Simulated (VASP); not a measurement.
Here is a VASP 6.6.1 calculation.

File INCAR:

```
PREC = Accurate
ENCUT = 520
EDIFF = 1E-6
ISMEAR = -1
SIGMA = 0.08
LREAL = False
LASPH = True
NELM = 60
ALGO = Normal
ISIF = 2
LWAVE = False
LCHARG = False
GGA = PS
NBANDS = 11
```

File KPOINTS:

```
regular mesh
0
Gamma
  16 16 16
```

Contents of POSCAR:

```
Hf
1.0
   -1.7869500000      1.8050000000      1.8050000000
    1.8050000000     -1.7869500000      1.8050000000
    1.8050000000      1.8050000000     -1.7869500000
Hf
1
Direct
    0.0000000000      0.0000000000      0.0000000000
```

Potentials or basis: VASP PAW PBE potentials, release 64 (Hf_pv).

Command:

```sh
$ cat potpaw_PBE.64/Hf_pv/POTCAR > POTCAR
$ mpirun -np 1 vasp_std > vasp.out
```

Task: What does it give for the pressure?

Result: -9.2 GPa.

Task: What does it give for the band gap on the k mesh?

Result: Zero (bands 5 and 6 overlap by 2.12 eV).

Stress tensor (GPa, compression positive):
```
-9.21 -0.45 -0.45
-0.45 -9.21 -0.45
-0.45 -0.45 -9.21
```

Caveat: the cell differs from its parent crystal (equal xy, yz and zx shear strains of +1 %); the cell stands under tension; the PAW data sets were made with another functional, which shifts forces and pressure a little; spin-orbit coupling is left out, which moves the levels of the heavy elements.
